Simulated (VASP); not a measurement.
# KBr (I4/mmm) in VASP: notebook

The runs below take KBr through single point, with PBE.

Everything below comes from runs of VASP 6.6.1. Logs are shortened: lines on timing, memory, paths and dates and some standing lists are left out, and cuts for length are marked.

## (1) The cell of the first run

Symmetry: I4/mmm, No. 139, tetragonal system. Conventional cell: a = 4.540 Å, b = 4.540 Å, c = 6.585 Å, α = 90.00°, β = 90.00°, γ = 90.00°. K (site symmetry 4/mmm) has 6 Br at 3.21 to 3.29 Å within 4.2 Å. Within 4.2 Å of Br (site symmetry 4/mmm) lie 6 K at 3.21 to 3.29 Å.

## (2) Single point, PBE (strain -0.025 along x and y, +0.000 along z)

The input, INCAR:

```
PREC = Accurate ; ENCUT = 520
EDIFF = 1E-7 ; ISMEAR = 0
SIGMA = 0.05 ; LREAL = False
LASPH = True ; NELM = 60
ALGO = Normal ; ISIF = 2
LWAVE = False ; LCHARG = False
GGA = PE ; NBANDS = 15
```

The input, KPOINTS:

```
regular mesh
0
Gamma
  6 6 6
```

The input, POSCAR:

```
KBr
1.0
    0.0000000000      3.2101875000      3.2925000000
    3.2101875000      0.0000000000      3.2925000000
    3.2101875000      3.2101875000      0.0000000000
K Br
1 1
Direct
    0.0000000000      0.0000000000      0.0000000000
    0.5000000000      0.5000000000      0.5000000000
```

Potentials or basis: VASP PAW PBE potentials, release 64 (K_sv, Br).

Launch:

```sh
> cat potpaw_PBE.64/K_sv/POTCAR potpaw_PBE.64/Br/POTCAR > POTCAR
> mpirun -np 1 vasp_std > vasp.out
```

OUTCAR:

```text
PREC = Accurate
   ENCUT = 520
   EDIFF = 1E-7
   ISMEAR = 0
   LREAL = False
   LASPH = True
   NELM = 60
   ISIF = 2
   GGA = PE

 ion  position               nearest neighbor table
   1  0.000  0.000  0.000-   2 3.21   2 3.21   2 3.21   2 3.21   2 3.29   2 3.29
   2  0.500  0.500  0.500-   1 3.21   1 3.21   1 3.21   1 3.21   1 3.29   1 3.29

  LATTYP: Found a body centered tetragonal cell.
 ALAT       =     4.5398907003
 C/A-ratio  =     1.4504754486

  Lattice vectors:

 A1 = (  -3.2101875000,   0.0000000000,   3.2925000000)
 A2 = (   3.2101875000,   0.0000000000,   3.2925000000)
 A3 = (   0.0000000000,   3.2101875000,  -3.2925000000)

Analysis of symmetry for initial positions (statically):
=====================================================================
 Subroutine PRICEL returns:
 Original cell was already a primitive cell.

 Routine SETGRP: Setting up the symmetry group for a
 body centered tetragonal supercell.

 Subroutine GETGRP returns: Found 16 space group operations
 (whereof 16 operations were pure point group operations)
 out of a pool of 16 trial point group operations.

The static configuration has the point symmetry D_4h.

Analysis of symmetry for dynamics (positions and initial velocities):
=====================================================================
 Subroutine PRICEL returns:
 Original cell was already a primitive cell.

 Routine SETGRP: Setting up the symmetry group for a
 body centered tetragonal supercell.

 Subroutine GETGRP returns: Found 16 space group operations
 (whereof 16 operations were pure point group operations)
 out of a pool of 16 trial point group operations.

The dynamic configuration has the point symmetry D_4h.

 Subroutine INISYM returns: Found 16 space group operations
 (whereof 16 operations are pure point group operations),
 and found     1 'primitive' translations

----------------------------------------------------------------------------------------

                                     Primitive cell

  volume of cell :      67.8604

  direct lattice vectors                    reciprocal lattice vectors
     0.000000000  3.210187500  3.292500000    -0.155754142  0.155754142  0.151860289
     3.210187500  0.000000000  3.292500000     0.155754142 -0.155754142  0.151860289
     3.210187500  3.210187500  0.000000000     0.155754142  0.155754142 -0.151860289

  length of vectors
     4.598462790  4.598462790  4.539890700     0.267544861  0.267544861  0.267544861

  position of ions in fractional coordinates (direct lattice)
     0.000000000  0.000000000  0.000000000
     0.500000000  0.500000000  0.500000000

  ion indices of the primitive-cell ions
   primitive index   ion index
                 1           1
                 2           2

----------------------------------------------------------------------------------------

 KPOINTS: regular mesh

Automatic generation of k-mesh.
 Grid dimensions read from file:
 generate k-points for:    6    6    6

 Generating k-lattice:

  Cartesian coordinates                     Fractional coordinates (reciprocal lattice)
    -0.025959024  0.025959024  0.025310048     0.166666667  0.000000000  0.000000000
     0.025959024 -0.025959024  0.025310048     0.000000000  0.166666667  0.000000000
     0.025959024  0.025959024 -0.025310048     0.000000000  0.000000000  0.166666667

  Length of vectors
     0.044590810  0.044590810  0.044590810

  Shift w.r.t. Gamma in fractional coordinates (k-lattice)
     0.000000000  0.000000000  0.000000000

 Subroutine IBZKPT returns following result:
 ===========================================

 Found     30 irreducible k-points:

 Following reciprocal coordinates:
            Coordinates               Weight
  0.000000  0.000000  0.000000      1.000000
  0.166667  0.000000  0.000000      8.000000
  0.333333  0.000000  0.000000      8.000000
  0.500000  0.000000  0.000000      4.000000
  0.166667  0.166667  0.000000      2.000000
  0.333333  0.166667  0.000000      8.000000
[... 16 lines left out ...]
  0.333333  0.000000  0.333333      4.000000
  0.500000  0.000000  0.333333     16.000000
 [... further k-points ...]
   k-points           NKPTS =     30   k-points in BZ     NKDIM =     30   number of bands    NBANDS=     15
   number of dos      NEDOS =    301   number of ions     NIONS =      2
   total plane-waves  NPLWV =  46656
   dimension x,y,z NGX =    36 NGY =   36 NGZ =   36
   dimension x,y,z NGXF=    72 NGYF=   72 NGZF=   72
   ions per type =               1   1
   NGX,Y,Z   is equivalent  to a cutoff of  13.01, 13.01, 13.18 a.u.
   NGXF,Y,Z  is equivalent  to a cutoff of  26.03, 26.03, 26.37 a.u.
 SYSTEM =  unknown system
   PREC   = accura    normal or accurate (medium, high low for compatibility)
   ISTART =      0    job   : 0-new  1-cont  2-samecut
   ICHARG =      2    charge: 1-file 2-atom 10-const
   ISPIN  =      1    spin polarized calculation?
   LNONCOLLINEAR =      F non collinear calculations
   LSORBIT =      F    spin-orbit coupling
   LASPH  =      T    aspherical Exc in radial PAW
   ENCUT  =  520.0 eV  38.22 Ry    6.18 a.u.   8.55  8.55  8.44*2*pi/ulx,y,z
   NELM   =     60;   NELMIN=  2; NELMDL= -5     # of ELM steps
   EDIFF  = 0.1E-06   stopping-criterion for ELM
   LREAL  =      F    real-space projection
   EDIFFG = 0.1E-05   stopping-criterion for IOM
   NSW    =      0    number of steps for IOM
   IBRION =     -1    ionic relax: 0-MD 1-quasi-New 2-CG
   NFREE  =      0    steps in history (QN), initial steepest desc. (CG)
   ISIF   =      2    stress and relaxation
   ISYM   =      2    0-nonsym 1-usesym 2-fastsym
   POTIM  = 0.5000    time-step for ionic-motion
   TEBEG  =    0.0;   TEEND  =   0.0 temperature during run
   PSTRESS=    0.0 pullay stress
   NELECT =      16.0000    total number of electrons
   NUPDOWN=      -1.0000    fix difference up-down
   EMIN   =  10.00;   EMAX   =-10.00  energy-range for DOS
   EFERMI =   0.00;   METHOD = LEGACY
   ISMEAR =     0;   SIGMA  =   0.05  broadening in eV -4-tet -1-fermi 0-gaus
   EFERMI_NEDOS =   21; number of points for ismear=-14 and -15
   IALGO  =     38    algorithm
   IMIX   =      4    mixing-type and parameters
     AMIX     =   0.40;   BMIX     =  1.00
     AMIX_MAG =   1.60;   BMIX_MAG =  1.00
  volume/ion in A,a.u.               =      33.93       228.97
  Fermi-wavevector in a.u.,A,eV,Ry     =   1.011368  1.911209 13.916932  1.022866
  Thomas-Fermi vector in A             =   2.144414
   LORBIT       =      0    0 simple, 1 ext, 2 COOP (PROOUT), +10 PAW based schemes
   GGA     = PE    functional components
   LHFCALC =     F    Hartree Fock is set to
   AEXX    =    0.0000 exact exchange contribution
   IVDW    =     0    specifies the selected vdW correction
   LEPSILON=     F    determine dielectric tensor
   LRPA    =     F    only Hartree local field effects (RPA)
 non-spin polarized calculation
 Gauss-broadening in eV      SIGMA  =   0.05
  energy-cutoff  :      520.00
  volume of cell :       67.86
 maximum number of plane-waves:      1856
 NGX is ok and might be reduce to    36
   NGX = 17   NGY = 17   NGZ = 17

 number of electron      16.0000002 magnetization

 Free energy of the ion-electron system (eV)
  ---------------------------------------------------
  ext. energy  EPLUGINS =         0.00000000
  ---------------------------------------------------
  free energy    TOTEN  =        -6.17861270 eV

  energy without entropy =       -6.17861270  energy(sigma->0) =       -6.17861270

 E-fermi :  -1.1998     XC(G=0):  -7.6023

 val. band max:       -1.4952262867   @ k =   0.0000   0.0000   0.0000
 cond. band min:       3.0898641081   @ k =   0.0000   0.0000   0.0000
 fundamental gap:      4.5850903948
 Fermi energy:        -1.1997961546

 k-point     1 :       0.0000    0.0000    0.0000
  band No.  band energies     occupation
      1     -29.1639      2.00000
      2     -13.8693      2.00000
      3     -12.6472      2.00000
      4     -12.6472      2.00000
      5     -12.6454      2.00000
      6      -1.5140      2.00000
      7      -1.4952      2.00000
      8      -1.4952      2.00000
      9       3.0899      0.00000
     10       6.0006      0.00000
     11       6.1636      0.00000
     12       6.1636      0.00000
     13       6.9144      0.00000
     14       7.0265      0.00000
     15      10.2489      0.00000

 k-point     2 :       0.1667    0.0000    0.0000
  band No.  band energies     occupation
      1     -29.1620      2.00000
      2     -13.9262      2.00000
      3     -12.6484      2.00000
      4     -12.6479      2.00000
      5     -12.5684      2.00000
      6      -1.9057      2.00000
      7      -1.6100      2.00000
      8      -1.5990      2.00000
      9       3.7807      0.00000
     10       5.9787      0.00000
     11       6.4090      0.00000
     12       6.5014      0.00000
     13       7.3044      0.00000
     14       7.4278      0.00000
     15      11.1936      0.00000

 k-point     3 :       0.3333    0.0000    0.0000
  band No.  band energies     occupation
      1     -29.1582      2.00000
      2     -14.0243      2.00000
      3     -12.6534      2.00000
      4     -12.6492      2.00000
      5     -12.4263      2.00000
      6      -2.5360      2.00000
      7      -1.7999      2.00000
      8      -1.7924      2.00000
      9       4.8642      0.00000
     10       6.3562      0.00000
     11       7.3342      0.00000
     12       7.4123      0.00000
     13       8.2849      0.00000
     14       8.4346      0.00000
     15      10.2945      0.00000

 k-point     4 :       0.5000    0.0000    0.0000
  band No.  band energies     occupation
      1     -29.1562      2.00000
      2     -14.0676      2.00000
      3     -12.6559      2.00000
      4     -12.6499      2.00000
      5     -12.3604      2.00000
      6      -2.7999      2.00000
      7      -1.8886      2.00000
      8      -1.8831      2.00000
      9       5.2094      0.00000
     10       6.9408      0.00000
     11       8.4146      0.00000
     12       8.4180      0.00000
     13       8.6513      0.00000
     14       8.8702      0.00000
     15       9.7073      0.00000
[... 307 lines left out ...]
 k-point    22 :      -0.3333    0.5000    0.1667
  band No.  band energies     occupation
      1     -29.1543      2.00000
      2     -13.8502      2.00000
      3     -12.7403      2.00000
      4     -12.7074      2.00000
      5     -12.5602      2.00000
      6      -2.2893      2.00000
      7      -2.0327      2.00000
      8      -1.9649      2.00000
      9       5.1233      0.00000
     10       6.6600      0.00000
     11       6.9420      0.00000
     12       7.9289      0.00000
     13       8.6608      0.00000
     14       9.4717      0.00000
     15      10.0330      0.00000

 k-point    23 :       0.3333    0.0000    0.3333
  band No.  band energies     occupation
      1     -29.1562      2.00000
      2     -13.8796      2.00000
      3     -12.6857      2.00000
      4     -12.6774      2.00000
      5     -12.5972      2.00000
      6      -2.4019      2.00000
      7      -1.7606      2.00000
      8      -1.7580      2.00000
      9       4.6094      0.00000
     10       5.2566      0.00000
     11       7.6739      0.00000
     12       8.4367      0.00000
     13       8.5924      0.00000
     14       8.6606      0.00000
     15       9.7036      0.00000

 k-point    24 :       0.5000    0.0000    0.3333
  band No.  band energies     occupation
      1     -29.1543      2.00000
      2     -13.8484      2.00000
      3     -12.7212      2.00000
      4     -12.6832      2.00000
      5     -12.6086      2.00000
      6      -2.3694      2.00000
      7      -1.9733      2.00000
      8      -1.8369      2.00000
      9       4.7393      0.00000
     10       6.1773      0.00000
     11       7.6612      0.00000
     12       8.1837      0.00000
     13       8.5400      0.00000
     14       9.1300      0.00000
     15       9.7477      0.00000

 [... further k-points ...]

------------------------ aborting loop because EDIFF is reached ----------------------------------------

  FORCE on cell =-STRESS in cart. coord.  units (eV):
  Direction    XX          YY          ZZ          XY          YZ          ZX
  --------------------------------------------------------------------------------------
  -------------------------------------------------------------------------------------
  Total        0.9602445      0.9602445      0.5040141      0.0000000      0.0000000      0.0000000
  in kB       22.6712698     22.6712698     11.8997179      0.0000000      0.0000000      0.0000000
  external PRESSURE =      19.0807525 kB  Pullay stress =       0.0000000 kB

 VOLUME and BASIS-vectors are now :
 -----------------------------------------------------------------------------
  energy-cutoff  :      520.00
  volume of cell :       67.86
      direct lattice vectors                 reciprocal lattice vectors
     0.000000000  3.210187500  3.292500000    -0.155754142  0.155754142  0.151860289
     3.210187500  0.000000000  3.292500000     0.155754142 -0.155754142  0.151860289
     3.210187500  3.210187500  0.000000000     0.155754142  0.155754142 -0.151860289

 POSITION                                       TOTAL-FORCE (eV/Angst)
 -----------------------------------------------------------------------------------
      0.00000      0.00000      0.00000        -0.000000      0.000000      0.000000
      3.21019      3.21019      3.29250         0.000000     -0.000000     -0.000000
 -----------------------------------------------------------------------------------
    total drift:                                0.000000      0.000000      0.000000

  FREE ENERGIE OF THE ION-ELECTRON SYSTEM (eV)
  ---------------------------------------------------
  free  energy   TOTEN  =        -6.1786127012 eV

  energy  without entropy=       -6.1786127012  energy(sigma->0) =       -6.17861270
```

Wall time 39 s (1 thread of AMD EPYC 7R43 (Zen 3), shared host); peak memory 0.17 GiB.

Results:

| Quantity | Value |
| --- | --- |
| Free energy | -6.1786 eV |
| Pressure | 1.9 GPa |
| Band gap on the k mesh | 4.59 eV, direct |

Stress tensor (GPa, compression positive):
```
2.27 0.00 0.00
0.00 2.27 0.00
0.00 0.00 1.19
```

Caveat: the cell differs from its parent crystal (strain -0.025 along x and y, +0.000 along z).

(Part 1 of 2 ends here.)
